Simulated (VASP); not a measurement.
# H (P6_3/mmc) in VASP: single point with PBE

Aim: the single point of H with PBE.

Everything below comes from runs of VASP 6.6.1. Logs are shortened: lines on timing, memory, paths and dates and some standing lists are left out, and cuts for length are marked.

**1. The cell of the first run**

Symmetry: P6_3/mmc, No. 194, hexagonal system. Conventional cell: a = 2.015 Å, b = 2.015 Å, c = 3.237 Å, α = 90.00°, β = 90.00°, γ = 120.00°. Within 2.6 Å of H (site symmetry -6m2) lie 12 H at 1.99 to 2.01 Å.

**2. Single point, PBE**

Input file INCAR:

```
PREC = Accurate
ENCUT = 520
EDIFF = 1E-6
ISMEAR = -1
SIGMA = 0.01
LREAL = False
LASPH = True
NELM = 100
ALGO = Normal
ISIF = 2
LWAVE = False
LCHARG = True
GGA = PE
LELF = True
LVHAR = True
NBANDS = 8
```

Input file KPOINTS:

```
regular mesh
0
Gamma
  13 13 7
```

Input file POSCAR:

```
H
1.0
    2.0149994853      0.0000000000      0.0000000000
   -1.0074997427      1.7450407429      0.0000000000
    0.0000000000      0.0000000000      3.2370000000
H
2
Direct
    0.3333333333      0.6666666667      0.2500000000
    0.6666666667      0.3333333333      0.7500000000
```

Potentials or basis: VASP PAW PBE potentials, release 64 (H).

Run with:

```bash
$ cat potpaw_PBE.64/H/POTCAR > POTCAR
$ mpirun -np 1 vasp_std > vasp.out
```

OUTCAR:

```text
PREC = Accurate
   ENCUT = 520
   EDIFF = 1E-6
   ISMEAR = -1
   LREAL = False
   LASPH = True
   NELM = 100
   ISIF = 2
   GGA = PE

 ion  position               nearest neighbor table
   1  0.333  0.667  0.250-
   2  0.667  0.333  0.750-

  LATTYP: Found a hexagonal cell.
 ALAT       =     2.0149994853
 C/A-ratio  =     1.6064520232

  Lattice vectors:

 A1 = (   2.0149994853,   0.0000000000,   0.0000000000)
 A2 = (  -1.0074997427,   1.7450407429,   0.0000000000)
 A3 = (   0.0000000000,   0.0000000000,   3.2370000000)

Analysis of symmetry for initial positions (statically):
=====================================================================
 Subroutine PRICEL returns:
 Original cell was already a primitive cell.

 Routine SETGRP: Setting up the symmetry group for a
 hexagonal supercell.

 Subroutine GETGRP returns: Found 24 space group operations
 (whereof 12 operations were pure point group operations)
 out of a pool of 24 trial point group operations.

The static configuration has the point symmetry D_3d.
 The point group associated with its full space group is D_6h.

Analysis of symmetry for dynamics (positions and initial velocities):
=====================================================================
 Subroutine PRICEL returns:
 Original cell was already a primitive cell.

 Routine SETGRP: Setting up the symmetry group for a
 hexagonal supercell.

 Subroutine GETGRP returns: Found 24 space group operations
 (whereof 12 operations were pure point group operations)
 out of a pool of 24 trial point group operations.

The dynamic configuration has the point symmetry D_3d.
 The point group associated with its full space group is D_6h.

 Subroutine INISYM returns: Found 24 space group operations
 (whereof 12 operations are pure point group operations),
 and found     1 'primitive' translations

----------------------------------------------------------------------------------------

                                     Primitive cell

  volume of cell :      11.3821

  direct lattice vectors                    reciprocal lattice vectors
     2.014999485  0.000000000  0.000000000     0.496278042  0.286526261  0.000000000
    -1.007499743  1.745040743  0.000000000     0.000000000  0.573052523  0.000000000
     0.000000000  0.000000000  3.237000000     0.000000000  0.000000000  0.308928020

  length of vectors
     2.014999485  2.014999485  3.237000000     0.573052523  0.573052523  0.308928020

  position of ions in fractional coordinates (direct lattice)
     0.333333333  0.666666667  0.250000000
     0.666666667  0.333333333  0.750000000

  ion indices of the primitive-cell ions
   primitive index   ion index
                 1           1
                 2           2

----------------------------------------------------------------------------------------

 KPOINTS: regular mesh

Automatic generation of k-mesh.
 Grid dimensions read from file:
 generate k-points for:   13   13    7

 Generating k-lattice:

  Cartesian coordinates                     Fractional coordinates (reciprocal lattice)
     0.038175234  0.022040482  0.000000000     0.076923077  0.000000000  0.000000000
     0.000000000  0.044080963  0.000000000     0.000000000  0.076923077  0.000000000
     0.000000000  0.000000000  0.044132574     0.000000000  0.000000000  0.142857143

  Length of vectors
     0.044080963  0.044080963  0.044132574

  Shift w.r.t. Gamma in fractional coordinates (k-lattice)
     0.000000000  0.000000000  0.000000000

 Subroutine IBZKPT returns following result:
 ===========================================

 Found     84 irreducible k-points:

 Following reciprocal coordinates:
            Coordinates               Weight
  0.000000  0.000000  0.000000      1.000000
  0.076923  0.000000  0.000000      6.000000
  0.153846  0.000000  0.000000      6.000000
  0.230769  0.000000  0.000000      6.000000
  0.307692  0.000000  0.000000      6.000000
  0.384615  0.000000  0.000000      6.000000
[... 16 lines left out ...]
  0.076923  0.000000  0.142857     12.000000
  0.153846  0.000000  0.142857     12.000000
 [... further k-points ...]
   k-points           NKPTS =     84   k-points in BZ     NKDIM =     84   number of bands    NBANDS=      8
   number of dos      NEDOS =    301   number of ions     NIONS =      2
   total plane-waves  NPLWV =   6144
   dimension x,y,z NGX =    16 NGY =   16 NGZ =   24
   dimension x,y,z NGXF=    32 NGYF=   32 NGZF=   48
   ions per type =               2
   NGX,Y,Z   is equivalent  to a cutoff of  13.20, 13.20, 12.33 a.u.
   NGXF,Y,Z  is equivalent  to a cutoff of  26.40, 26.40, 24.65 a.u.
 SYSTEM =  unknown system
   PREC   = accura    normal or accurate (medium, high low for compatibility)
   ISTART =      0    job   : 0-new  1-cont  2-samecut
   ICHARG =      2    charge: 1-file 2-atom 10-const
   ISPIN  =      1    spin polarized calculation?
   LNONCOLLINEAR =      F non collinear calculations
   LSORBIT =      F    spin-orbit coupling
   LASPH  =      T    aspherical Exc in radial PAW
   ENCUT  =  520.0 eV  38.22 Ry    6.18 a.u.   3.75  3.75  6.02*2*pi/ulx,y,z
   NELM   =    100;   NELMIN=  2; NELMDL= -5     # of ELM steps
   EDIFF  = 0.1E-05   stopping-criterion for ELM
   LREAL  =      F    real-space projection
   EDIFFG = 0.1E-04   stopping-criterion for IOM
   NSW    =      0    number of steps for IOM
   IBRION =     -1    ionic relax: 0-MD 1-quasi-New 2-CG
   NFREE  =      0    steps in history (QN), initial steepest desc. (CG)
   ISIF   =      2    stress and relaxation
   ISYM   =      2    0-nonsym 1-usesym 2-fastsym
   POTIM  = 0.5000    time-step for ionic-motion
   TEBEG  =    0.0;   TEEND  =   0.0 temperature during run
   PSTRESS=    0.0 pullay stress
   NELECT =       2.0000    total number of electrons
   NUPDOWN=      -1.0000    fix difference up-down
   EMIN   =  10.00;   EMAX   =-10.00  energy-range for DOS
   EFERMI =   0.00;   METHOD = LEGACY
   ISMEAR =    -1;   SIGMA  =   0.01  broadening in eV -4-tet -1-fermi 0-gaus
   EFERMI_NEDOS =   21; number of points for ismear=-14 and -15
   IALGO  =     38    algorithm
   IMIX   =      4    mixing-type and parameters
     AMIX     =   0.40;   BMIX     =  1.00
     AMIX_MAG =   1.60;   BMIX_MAG =  1.00
  volume/ion in A,a.u.               =       5.69        38.41
  Fermi-wavevector in a.u.,A,eV,Ry     =   0.916946  1.732777 11.439642  0.840790
  Thomas-Fermi vector in A             =   2.041859
   LORBIT       =      0    0 simple, 1 ext, 2 COOP (PROOUT), +10 PAW based schemes
   GGA     = PE    functional components
   LHFCALC =     F    Hartree Fock is set to
   AEXX    =    0.0000 exact exchange contribution
   IVDW    =     0    specifies the selected vdW correction
   LEPSILON=     F    determine dielectric tensor
   LRPA    =     F    only Hartree local field effects (RPA)
 non-spin polarized calculation
  energy-cutoff  :      520.00
  volume of cell :       11.38
 maximum number of plane-waves:       318
 NGX is ok and might be reduce to    16
   NGX =  7   NGY =  7   NGZ = 13

 number of electron       1.9999999 magnetization

 Free energy of the ion-electron system (eV)
  ---------------------------------------------------
  ext. energy  EPLUGINS =         0.00000000
  ---------------------------------------------------
  free energy    TOTEN  =        -3.64733966 eV

  energy without entropy =       -3.64696327  energy(sigma->0) =       -3.64715146

 E-fermi :  -1.2625     XC(G=0):  -8.9065

 val. band max:       -1.2778947609   @ k =   0.0769   0.0769   0.1429
 cond. band min:      -1.2559415140   @ k =   0.2308   0.0769   0.2857
 fundamental gap:      0.0219532470
 Fermi energy:        -1.2625369820

 k-point     1 :       0.0000    0.0000    0.0000
  band No.  band energies     occupation
      1     -11.1501      2.00000
      2      -0.5952      0.00000
      3       7.0186      0.00000
      4      32.2030      0.00000
      5      32.7703      0.00000
      6      39.4599      0.00000
      7      39.4599      0.00000
      8      41.3975      0.00000

 k-point     2 :       0.0769    0.0000    0.0000
  band No.  band energies     occupation
      1     -10.8746      2.00000
      2      -0.3623      0.00000
      3       7.3098      0.00000
      4      29.7257      0.00000
      5      30.9172      0.00000
      6      36.8935      0.00000
      7      38.6307      0.00000
      8      43.6075      0.00000

 k-point     3 :       0.1538    0.0000    0.0000
  band No.  band energies     occupation
      1     -10.0515      2.00000
      2       0.3171      0.00000
      3       8.1835      0.00000
      4      24.3461      0.00000
      5      28.2743      0.00000
      6      34.0765      0.00000
      7      36.8634      0.00000
      8      42.0178      0.00000

 k-point     4 :       0.2308    0.0000    0.0000
  band No.  band energies     occupation
      1      -8.6916      2.00000
      2       1.3625      0.00000
      3       9.6386      0.00000
      4      19.0132      0.00000
      5      25.2851      0.00000
      6      31.7821      0.00000
      7      33.7570      0.00000
      8      36.1050      0.00000

 k-point     5 :       0.3077    0.0000    0.0000
  band No.  band energies     occupation
      1      -6.8225      2.00000
      2       2.5245      0.00000
      3      11.6733      0.00000
      4      14.4067      0.00000
      5      22.0814      0.00000
      6      30.0511      0.00000
      7      30.6316      0.00000
      8      30.8833      0.00000

 k-point     6 :       0.3846    0.0000    0.0000
  band No.  band energies     occupation
      1      -4.5169      2.00000
      2       3.0022      0.00000
      3      11.3663      0.00000
      4      14.2814      0.00000
      5      18.9132      0.00000
      6      25.7151      0.00000
      7      28.8944      0.00000
      8      28.9885      0.00000

 k-point     7 :       0.4615    0.0000    0.0000
  band No.  band energies     occupation
      1      -2.0952      2.00000
      2       1.7565      0.00000
      3      10.7679      0.00000
      4      16.5362      0.00000
      5      17.4105      0.00000
      6      21.4291      0.00000
      7      28.0856      0.00000
      8      28.3151      0.00000

 k-point     8 :       0.0769    0.0769    0.0000
  band No.  band energies     occupation
      1     -10.3253      2.00000
      2       0.0943      0.00000
      3       7.8923      0.00000
      4      26.6576      0.00000
      5      27.6934      0.00000
      6      34.9469      0.00000
      7      38.7699      0.00000
      8      42.6625      0.00000

 k-point     9 :       0.1538    0.0769    0.0000
  band No.  band energies     occupation
      1      -9.2335      2.00000
      2       0.9622      0.00000
      3       9.0568      0.00000
      4      21.7161      0.00000
      5      24.7402      0.00000
      6      31.8909      0.00000
      7      37.3858      0.00000
      8      39.1661      0.00000

 k-point    10 :       0.2308    0.0769    0.0000
  band No.  band energies     occupation
      1      -7.6167      2.00000
      2       2.0981      0.00000
      3      10.8019      0.00000
      4      16.7647      0.00000
      5      22.2896      0.00000
      6      28.4074      0.00000
      7      33.5000      0.00000
      8      35.6292      0.00000
[... 78 lines left out ...]
 k-point    18 :       0.2308    0.2308    0.0000
  band No.  band energies     occupation
      1      -3.9860      2.00000
      2       3.6181      0.00000
      3      13.7810      0.00000
      4      14.8644      0.00000
      5      14.9529      0.00000
      6      22.8155      0.00000
      7      27.7006      0.00000
      8      29.3498      0.00000

 k-point    19 :       0.3077    0.2308    0.0000
  band No.  band energies     occupation
      1      -1.6321      2.00000
      2       3.2442      0.00000
      3      11.2848      0.00000
      4      15.3755      0.00000
      5      17.7441      0.00000
      6      19.9523      0.00000
      7      25.3357      0.00000
      8      25.7100      0.00000

 k-point    20 :       0.3846    0.2308    0.0000
  band No.  band energies     occupation
      1       0.1020      0.00000
      2       2.1415      0.00000
      3      10.4268      0.00000
      4      16.9932      0.00000
      5      17.4810      0.00000
      6      20.6383      0.00000
      7      21.9080      0.00000
      8      25.1316      0.00000

 k-point    21 :       0.3077    0.3077    0.0000
  band No.  band energies     occupation
      1       0.5415      0.00000
      2       2.4372      0.00000
      3       9.8039      0.00000
      4      16.3110      0.00000
      5      18.2782      0.00000
      6      20.8405      0.00000
      7      23.2441      0.00000
      8      24.1277      0.00000

 k-point    22 :       0.0000    0.0000    0.1429
  band No.  band energies     occupation
      1     -10.8734      2.00000
      2      -2.0119      2.00000
      3       8.9649      0.00000
      4      31.2137      0.00000
      5      33.0094      0.00000
      6      39.7344      0.00000
      7      39.7344      0.00000
      8      41.6511      0.00000

 k-point    23 :       0.0769    0.0000    0.1429
  band No.  band energies     occupation
      1     -10.5983      2.00000
      2      -1.7649      2.00000
      3       9.2351      0.00000
      4      29.6691      0.00000
      5      30.5922      0.00000
      6      37.1780      0.00000
      7      37.9558      0.00000
      8      42.2272      0.00000

 k-point    24 :       0.1538    0.0000    0.1429
  band No.  band energies     occupation
      1      -9.7765      2.00000
      2      -1.0385      0.00000
      3      10.0332      0.00000
      4      24.5943      0.00000
      5      27.9092      0.00000
      6      34.3646      0.00000
      7      35.8676      0.00000
      8      39.5693      0.00000

 [... further k-points ...]
[... 5 lines left out ...]
  --------------------------------------------------------------------------------------
  -------------------------------------------------------------------------------------
  Total       -1.6168409     -1.6168409     -1.8464491      0.0000000      0.0000000      0.0000000
  in kB     -227.5907731   -227.5907731   -259.9110333      0.0000000      0.0000000      0.0000000
  external PRESSURE =    -238.3641931 kB  Pullay stress =       0.0000000 kB

 VOLUME and BASIS-vectors are now :
 -----------------------------------------------------------------------------
  energy-cutoff  :      520.00
  volume of cell :       11.38
      direct lattice vectors                 reciprocal lattice vectors
     2.014999485  0.000000000  0.000000000     0.496278042  0.286526261  0.000000000
    -1.007499743  1.745040743  0.000000000     0.000000000  0.573052523  0.000000000
     0.000000000  0.000000000  3.237000000     0.000000000  0.000000000  0.308928020

 POSITION                                       TOTAL-FORCE (eV/Angst)
 -----------------------------------------------------------------------------------
     -0.00000      1.16336      0.80925         0.000000      0.000000      0.000000
      1.00750      0.58168      2.42775        -0.000000     -0.000000      0.000000
 -----------------------------------------------------------------------------------
    total drift:                               -0.000000      0.000000     -0.000000

  FREE ENERGIE OF THE ION-ELECTRON SYSTEM (eV)
  ---------------------------------------------------
  free  energy   TOTEN  =        -3.6473396586 eV

  energy  without entropy=       -3.6469632668  energy(sigma->0) =       -3.64715146
```

It took 4.1 s on 1 thread of Intel Xeon Platinum 8259CL at 2.50GHz (Skylake/Cascade Lake), shared host; peak memory 0.11 GiB.

What came out:

| Item | Value |
| --- | --- |
| Free energy | -3.6473 eV |
| Pressure | -23.8 GPa |
| Band gap on the k mesh | zero (band 1 reaches 1.84 eV, above the bottom of band 2 at -6.80 eV) |

Levels at points of the mesh, in eV from the Fermi level:
| k point | band 1 | band 2 | band 3 | band 4 | band 5 | band 6 |
| --- | --- | --- | --- | --- | --- | --- |
| (0.00, 0.00, 0.00) | -9.89 | 0.67 | 8.28 | 33.47 | 34.03 | 40.72 |
